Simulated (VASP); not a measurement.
# Si2Ni (Fm-3m) in VASP: notebook

Si2Ni is run at these levels: PBE+U; tasks: single point.

Program: VASP 6.6.1. These are calculated values, not measurements. Logs are shortened: lines on timing, memory, paths and dates and some standing lists are left out, and cuts for length are marked.

## Step 1: The cell of the first run

It takes space group Fm-3m (No. 225, cubic). The conventional cell has a = 5.448 Å, b = 5.448 Å, c = 5.448 Å, α = 90.00°, β = 90.00°, γ = 90.00°. Ni (site symmetry m-3m) has 8 Si at 2.36 Å within 3.1 Å. Within 3.1 Å of Si (site symmetry -43m) lie 4 Ni at 2.36 Å and 6 Si at 2.72 Å.

## Step 2: Single point, PBE+U, collinear spin, ferromagnetic start

Input file INCAR:

```
  PREC = Accurate
  ENCUT = 690
  EDIFF = 1E-6
  ISMEAR = -1
  SIGMA = 0.05
  LREAL = False
  LASPH = True
  NELM = 200
  ALGO = Normal
  ISIF = 2
  LWAVE = False
  LCHARG = False
  ISPIN = 2
  MAGMOM = 1 0 0
  LORBIT = 11
  LMAXMIX = 4
  LDAU = True
  LDAUTYPE = 2
  LDAUL = 2 -1
  LDAUU = 8 0
  LDAUJ = 0 0
  LDAUPRINT = 1
  GGA = PE
  NBANDS = 24
  GGA_COMPAT = False
```

Input file KPOINTS:

```
regular mesh
0
Gamma
  9 9 9
```

Input file POSCAR:

```
Si2Ni
1.0
    0.0000000000      2.7238025003      2.7238025003
    2.7238025003      0.0000000000      2.7238025003
    2.7238025003      2.7238025003      0.0000000000
Ni Si
1 2
Direct
    0.0000000000      0.0000000000      0.0000000000
    0.7500000000      0.7500000000      0.7500000000
    0.2500000000      0.2500000000      0.2500000000
```

Potentials or basis: VASP PAW PBE potentials, release 64 (Ni_sv_GW, Si).

Command:

```sh
cat potpaw_PBE.64/Ni_sv_GW/POTCAR potpaw_PBE.64/Si/POTCAR > POTCAR
mpirun -np 1 vasp_std > vasp.out
```

OUTCAR:

```text
PREC = Accurate
   ENCUT = 690
   EDIFF = 1E-6
   ISMEAR = -1
   LREAL = False
   LASPH = True
   NELM = 200
   ISIF = 2
   ISPIN = 2
   LORBIT = 11
   GGA = PE

 ion  position               nearest neighbor table
   1  0.000  0.000  0.000-   2 2.36   2 2.36   2 2.36   2 2.36   3 2.36   3 2.36   3 2.36   3 2.36

   2  0.750  0.750  0.750-   1 2.36   1 2.36   1 2.36   1 2.36   3 2.72   3 2.72   3 2.72   3 2.72
                             3 2.72   3 2.72
   3  0.250  0.250  0.250-   1 2.36   1 2.36   1 2.36   1 2.36   2 2.72   2 2.72   2 2.72   2 2.72
                             2 2.72   2 2.72

  LATTYP: Found a face centered cubic cell.
 ALAT       =     5.4476050006

  Lattice vectors:

 A1 = (   0.0000000000,   2.7238025003,   2.7238025003)
 A2 = (   2.7238025003,   0.0000000000,   2.7238025003)
 A3 = (   2.7238025003,   2.7238025003,   0.0000000000)

Analysis of symmetry for initial positions (statically):
=====================================================================
 Subroutine PRICEL returns:
 Original cell was already a primitive cell.

 Routine SETGRP: Setting up the symmetry group for a
 face centered cubic supercell.

 Subroutine GETGRP returns: Found 48 space group operations
 (whereof 48 operations were pure point group operations)
 out of a pool of 48 trial point group operations.

The static configuration has the point symmetry O_h .

Analysis of symmetry for dynamics (positions and initial velocities):
=====================================================================
 Subroutine PRICEL returns:
 Original cell was already a primitive cell.

 Routine SETGRP: Setting up the symmetry group for a
 face centered cubic supercell.

 Subroutine GETGRP returns: Found 48 space group operations
 (whereof 48 operations were pure point group operations)
 out of a pool of 48 trial point group operations.

The dynamic configuration has the point symmetry O_h .

Analysis of structural, dynamic, and magnetic symmetry:
=====================================================================
 Subroutine PRICEL returns:
 Original cell was already a primitive cell.

[... 179 lines left out ...]
  o =  0.7744  v =  0.0000  0.1652 -0.0000 -0.9863  0.0000  0.0000  0.0000  0.0000  0.0000  0.0000      0.0000  0.0000  0.0000  0.0000  0.0000  0.0000  0.0000  0.0000  0.0000  0.0000
  o =  0.7744  v =  1.0000  0.0000  0.0000  0.0000  0.0000  0.0000  0.0000  0.0000  0.0000  0.0000      0.0000  0.0000  0.0000  0.0000  0.0000  0.0000  0.0000  0.0000  0.0000  0.0000
  o =  0.8562  v =  0.0000  0.0000  0.6360  0.0000  0.7717  0.0000  0.0000  0.0000  0.0000  0.0000      0.0000  0.0000  0.0000  0.0000  0.0000  0.0000  0.0000  0.0000  0.0000  0.0000
  o =  0.8562  v =  0.0000 -0.0000 -0.7717  0.0000  0.6360  0.0000  0.0000  0.0000  0.0000  0.0000      0.0000  0.0000  0.0000  0.0000  0.0000  0.0000  0.0000  0.0000  0.0000  0.0000
  o =  0.8562  v =  0.0000  0.0000  0.0000  0.0000  0.0000  0.0000 -0.0000  0.1695  0.0000 -0.9855      0.0000  0.0000  0.0000  0.0000  0.0000  0.0000  0.0000  0.0000  0.0000  0.0000
  o =  0.8562  v =  0.0000  0.0000  0.0000  0.0000  0.0000  0.0000  0.0000 -0.9855 -0.0000 -0.1695      0.0000  0.0000  0.0000  0.0000  0.0000  0.0000  0.0000  0.0000  0.0000  0.0000

 number of electron      25.9999988 magnetization       0.0003501

 Free energy of the ion-electron system (eV)
  ---------------------------------------------------
  ext. energy  EPLUGINS =         0.00000000
  ---------------------------------------------------
  free energy    TOTEN  =       -11.93002936 eV

  energy without entropy =      -11.92279366  energy(sigma->0) =      -11.92641151

 E-fermi :   9.4776     XC(G=0): -11.6123

 val. band max:        9.4237575826   @ k =   0.2222   0.1111   0.0000
 cond. band min:       9.5300539734   @ k =  -0.4444   0.3333   0.0000
 fundamental gap:      0.1062963908
 Fermi energy:         9.4776135327

 spin component 1

 k-point     1 :       0.0000    0.0000    0.0000
  band No.  band energies     occupation
      1     -92.9137      1.00000
      2     -53.3737      1.00000
      3     -53.3737      1.00000
      4     -53.3737      1.00000
      5      -3.9757      1.00000
      6       4.2592      1.00000
[... 1289 lines left out ...]
     23      23.2279      0.00000
     24      23.2279      0.00000

 [... further k-points ...]

------------------------ aborting loop because EDIFF is reached ----------------------------------------

  FORCE on cell =-STRESS in cart. coord.  units (eV):
  Direction    XX          YY          ZZ          XY          YZ          ZX
  --------------------------------------------------------------------------------------
  -------------------------------------------------------------------------------------
  Total       -0.3219022     -0.3219022     -0.3219022      0.0000000      0.0000000     -0.0000000
  in kB      -12.7607930    -12.7607930    -12.7607930      0.0000000      0.0000000     -0.0000000
  external PRESSURE =     -12.7607930 kB  Pullay stress =       0.0000000 kB

 VOLUME and BASIS-vectors are now :
 -----------------------------------------------------------------------------
  energy-cutoff  :      690.00
  volume of cell :       40.42
      direct lattice vectors                 reciprocal lattice vectors
     0.000000000  2.723802500  2.723802500    -0.183566907  0.183566907  0.183566907
     2.723802500  0.000000000  2.723802500     0.183566907 -0.183566907  0.183566907
     2.723802500  2.723802500  0.000000000     0.183566907  0.183566907 -0.183566907

 POSITION                                       TOTAL-FORCE (eV/Angst)
 -----------------------------------------------------------------------------------
      0.00000      0.00000      0.00000         0.000000     -0.000000      0.000000
      4.08570      4.08570      4.08570        -0.000000     -0.000000     -0.000000
      1.36190      1.36190      1.36190         0.000000      0.000000      0.000000
 -----------------------------------------------------------------------------------
    total drift:                               -0.000000      0.000000      0.000000

  FREE ENERGIE OF THE ION-ELECTRON SYSTEM (eV)
  ---------------------------------------------------
  free  energy   TOTEN  =       -11.9300293626 eV

  energy  without entropy=      -11.9227936584  energy(sigma->0) =      -11.92641151

 total charge

# of ion       s       p       d       f       tot
--------------------------------------------------
    1        2.239   6.419   8.036   0.003  16.697
    2        0.752   0.822   0.000   0.000   1.574
    3        0.752   0.822   0.000   0.000   1.574
--------------------------------------------------
tot          3.743   8.063   8.036   0.003  19.845

 magnetization (x)

# of ion       s       p       d       f       tot
--------------------------------------------------
    1        0.000  -0.000   0.001   0.000   0.001
    2        0.000  -0.000   0.000   0.000   0.000
    3        0.000  -0.000   0.000   0.000   0.000
--------------------------------------------------
tot          0.000  -0.000   0.001   0.000   0.001
```

OSZICAR:

```text
N       E                     dE             d eps       ncg     rms          rms(c)
DAV:   1     0.239334574349E+03    0.23933E+03   -0.15356E+04  5208   0.315E+03
DAV:   2    -0.142528624483E+01   -0.24076E+03   -0.22885E+03  5448   0.767E+02
DAV:   3    -0.140343627252E+02   -0.12609E+02   -0.12558E+02  5496   0.169E+02
DAV:   4    -0.143138261816E+02   -0.27946E+00   -0.27941E+00  4560   0.145E+01
DAV:   5    -0.143254553653E+02   -0.11629E-01   -0.11629E-01  4856   0.295E+00    0.185E+01
DAV:   6    -0.201566685796E+02   -0.58312E+01   -0.11473E+02  4920   0.536E+02    0.229E+01
DAV:   7    -0.119462309502E+02    0.82104E+01   -0.23297E+01  5056   0.348E+02    0.488E+00
DAV:   8    -0.119559879605E+02   -0.97570E-02   -0.19410E+00  5704   0.561E+01    0.257E+00
DAV:   9    -0.119279373506E+02    0.28051E-01   -0.21606E-01  5320   0.223E+01    0.693E-01
DAV:  10    -0.119293488785E+02   -0.14115E-02   -0.80825E-03  5744   0.377E+00    0.468E-01
DAV:  11    -0.119300394279E+02   -0.69055E-03   -0.13514E-03  5312   0.140E+00    0.210E-01
DAV:  12    -0.119299985651E+02    0.40863E-04   -0.10864E-03  5560   0.161E+00    0.577E-02
DAV:  13    -0.119300211334E+02   -0.22568E-04   -0.12829E-04  5384   0.488E-01    0.162E-02
DAV:  14    -0.119300263262E+02   -0.51928E-05   -0.71911E-06  4560   0.871E-02    0.115E-02
DAV:  15    -0.122789579013E+02   -0.34893E+00   -0.96307E-06  3872   0.143E-01    0.289E-01
DAV:  16    -0.119300292760E+02    0.34893E+00   -0.31118E+00  3184   0.322E-01    0.818E-03
DAV:  17    -0.119300293626E+02   -0.86628E-07   -0.55719E-07  2464   0.280E-02
   1 F= -.11930029E+02 E0= -.11926412E+02  d E =-.723570E-02  mag=     0.0002
```

stdout:

```text
POSCAR found type information on POSCAR NiSi
 POSCAR found :  2 types and       3 ions
 scaLAPACK will be used
 LDA part: xc-table for (Slater+PW92), standard interpolation
 POSCAR, INCAR and KPOINTS ok, starting setup
 FFT: planning ... GRIDC
 FFT: planning ... GRID_SOFT
 FFT: planning ... GRID
 WAVECAR not read
 entering main loop
```

It took 59 s on 1 thread of Intel Xeon 6975P-C (Granite Rapids), shared host; peak memory 0.29 GiB.

Results:

```yaml
Free_energy: -11.9300 eV
Pressure: -1.3 GPa
Band_gap_on_the_k_mesh: zero (filled and empty bands overlap)
Net_moment: 0.00 μB per cell
Valence_electrons_inside_the_program's_atomic_spheres: Ni 16.70; Si 1.57
```

Eigenvalues of the final occupation matrices:
| site | spin | trace | eigenvalues |
| --- | --- | --- | --- |
| site 1 d | 1 | 4.04 | 0.77 0.77 0.77 0.86 0.86 |
| site 1 d | 2 | 4.04 | 0.77 0.77 0.77 0.86 0.86 |

Caveat: the moments typed at the start vanished in this run; the U is typed as a test and isn't derived for this compound.

## Step 3: Single point, PBE+U, collinear spin, ferromagnetic start

Input file INCAR:

```
SYSTEM = Si2Ni
PREC     = Accurate       ! precision mode
ENCUT    = 690            ! plane-wave cutoff, eV
EDIFF    = 1E-6           ! SCF threshold, eV
ISMEAR   = -1             ! smearing method
SIGMA    = 0.05           ! smearing width, eV
LREAL    = .FALSE.        ! projectors in reciprocal space
LASPH    = .TRUE.         ! aspherical terms in the spheres
NELM     = 200            ! most SCF steps
ALGO     = Normal         ! electronic algorithm
ISIF     = 2              ! what is computed and relaxed
LWAVE    = .FALSE.        ! write WAVECAR
LCHARG   = .FALSE.        ! write CHGCAR
ISPIN    = 2              ! spin polarisation
MAGMOM   = 1 0 0          ! initial moments
LORBIT   = 11             ! projections on sites
LMAXMIX  = 4              ! l up to which the mixer works
LDAU     = .TRUE.         ! DFT+U
LDAUTYPE = 2            
LDAUL    = 2 -1           ! shell
LDAUU    = 3 0            ! U, eV
LDAUJ    = 0 0          
LDAUPRINT= 1            
GGA      = PE             ! functional
NBANDS   = 24             ! bands
GGA_COMPAT= .FALSE.
```

Input file KPOINTS:

```
Automatic mesh
0
G
  9 9 9
  0 0 0
```

Input file POSCAR:

```
Si2Ni
1.0
    0.0000000000      2.7242403241      2.7242403241
    2.7242403241      0.0000000000      2.7242403241
    2.7242403241      2.7242403241      0.0000000000
Ni Si
1 2
Direct
    0.0000000000      0.0000000000      0.0000000000
    0.7500000000      0.7500000000      0.7500000000
    0.2500000000      0.2500000000      0.2500000000
```

Potentials or basis: VASP PAW PBE potentials, release 64 (Ni_sv_GW, Si).

Command:

```sh
cat potpaw_PBE.64/Ni_sv_GW/POTCAR potpaw_PBE.64/Si/POTCAR > POTCAR
mpirun -np 1 vasp_std > vasp.out
```

Wall time 60 s (1 thread of Intel Xeon 6975P-C (Granite Rapids), shared host); peak memory 0.29 GiB.

The run converged. Its results:

| Item | Value |
| --- | --- |
| Free energy | -15.8781 eV |
| Pressure | -1.1 GPa |
| Band gap on the k mesh | zero (filled and empty bands overlap) |
| Net moment | 0.00 μB per cell |
| Valence electrons inside the program's atomic spheres | Ni 16.62; Si 1.58 |

Levels at points of the mesh, in eV from the Fermi level:
Spin up:
| k point | band 11 | band 12 | band 13 | band 14 | band 15 | band 16 |
| --- | --- | --- | --- | --- | --- | --- |
| (0.00, 0.00, 0.00) | -0.47 | 1.68 | 1.68 | 1.68 | 2.41 | 2.41 |
Spin down:
| k point | band 11 | band 12 | band 13 | band 14 | band 15 | band 16 |
| --- | --- | --- | --- | --- | --- | --- |
| (0.00, 0.00, 0.00) | -0.47 | 1.68 | 1.68 | 1.68 | 2.41 | 2.41 |

Eigenvalues of the final occupation matrices:
```csv
site,spin,trace,eigenvalues
site 1 d,1,3.98,0.77 0.77 0.77 0.84 0.84
site 1 d,2,3.98,0.77 0.77 0.77 0.84 0.84
```

Caveat: the moments typed at the start vanished in this run; the U is typed as a test and isn't derived for this compound. The state reached can hang on the start; a lower one may exist.

## Step 4: Single point, PBE+U, collinear spin, ferromagnetic start

Input file INCAR:

```
SYSTEM = Si2Ni
PREC     = Accurate       ! precision mode
ENCUT    = 690            ! plane-wave cutoff, eV
EDIFF    = 1E-6           ! SCF threshold, eV
ISMEAR   = -1             ! smearing method
SIGMA    = 0.05           ! smearing width, eV
LREAL    = .False.        ! projectors in reciprocal space
LASPH    = .True.         ! aspherical terms in the spheres
NELM     = 200            ! most SCF steps
ALGO     = Normal         ! electronic algorithm
ISIF     = 2              ! what is computed and relaxed
LWAVE    = .False.        ! write WAVECAR
LCHARG   = .False.        ! write CHGCAR
ISPIN    = 2              ! spin polarisation
MAGMOM   = 1 0 0          ! initial moments
LORBIT   = 11             ! projections on sites
LMAXMIX  = 4              ! l up to which the mixer works
LDAU     = .True.         ! DFT+U
LDAUTYPE = 2            
LDAUL    = 2 -1           ! shell
LDAUU    = 2 0            ! U, eV
LDAUJ    = 0 0          
LDAUPRINT= 1            
GGA      = PE             ! functional
NBANDS   = 24             ! bands
GGA_COMPAT= .False.
```

Input file KPOINTS:

```
Automatic mesh
0
Gamma
  9 9 9
  0 0 0
```

Input file POSCAR:

```
Si2Ni
1.0
    0.0000000000      2.7246567280      2.7246567280
    2.7246567280      0.0000000000      2.7246567280
    2.7246567280      2.7246567280      0.0000000000
Ni Si
1 2
Direct
    0.0000000000      0.0000000000      0.0000000000
    0.7500000000      0.7500000000      0.7500000000
    0.2500000000      0.2500000000      0.2500000000
```

Command:

```sh
cat potpaw_PBE.64/Ni_sv_GW/POTCAR potpaw_PBE.64/Si/POTCAR > POTCAR
mpirun -np 1 vasp_std > vasp.out
```

Run time: 2 min. Hardware: 1 thread of AMD EPYC 9R45 (Zen 5), shared host; peak memory 0.26 GiB.

The run converged. Its results:

- Free energy: -16.6900 eV
- Pressure: 0.1 GPa
- Band gap on the k mesh: zero (filled and empty bands overlap)
- Net moment: 0.00 μB per cell
- Valence electrons inside the program's atomic spheres: Ni 16.60; Si 1.57

Levels at points of the mesh, in eV from the Fermi level:
Spin up:
```csv
k point,band 10,band 11,band 12,band 13,band 14,band 15,band 16,band 17
"(0.00, 0.00, 0.00)",-3.56,-0.49,1.68,1.68,1.68,2.37,2.37,2.37
```
Spin down:
```csv
k point,band 10,band 11,band 12,band 13,band 14,band 15,band 16,band 17
"(0.00, 0.00, 0.00)",-3.56,-0.49,1.68,1.68,1.68,2.37,2.37,2.37
```

Eigenvalues of the final occupation matrices:
```tsv
site	spin	trace	eigenvalues
site 1 d	1	3.96	0.76 0.76 0.76 0.84 0.84
site 1 d	2	3.96	0.76 0.76 0.76 0.84 0.84
```

Caveat: the moments typed at the start vanished in this run; the U is typed as a test and isn't derived for this compound.

## Step 5: The runs side by side

| U | cell | gap on the mesh (eV) | pressure (GPa) | moment (μB) |
| --- | --- | --- | --- | --- |
| Ni d U = 8.0 eV | a = 3.852 Å, angles 60.0°, 3 atoms | none | -1.3 | 0.00 |
| Ni d U = 3.0 eV | a = 3.853 Å, angles 60.0°, 3 atoms | none | -1.1 | 0.00 |
| Ni d U = 2.0 eV | a = 3.853 Å, angles 60.0°, 3 atoms | none | 0.1 | 0.00 |

Alike in all rows: task single point; level PBE+U; potentials or basis VASP PAW PBE potentials, release 64 (Ni_sv_GW, Si); spin collinear, ferromagnetic start; k mesh 9 × 9 × 9; cutoff (eV) 690; smearing fermi-dirac 0.05 eV.

Caveats: the moments typed at the start vanished in this run; the U is typed as a test and isn't derived for this compound.

Total energies depend on the potentials used, so only differences within one code and one set of settings carry meaning.

The gap in the log of VASP goes by the Fermi energy; the results here count the filled bands.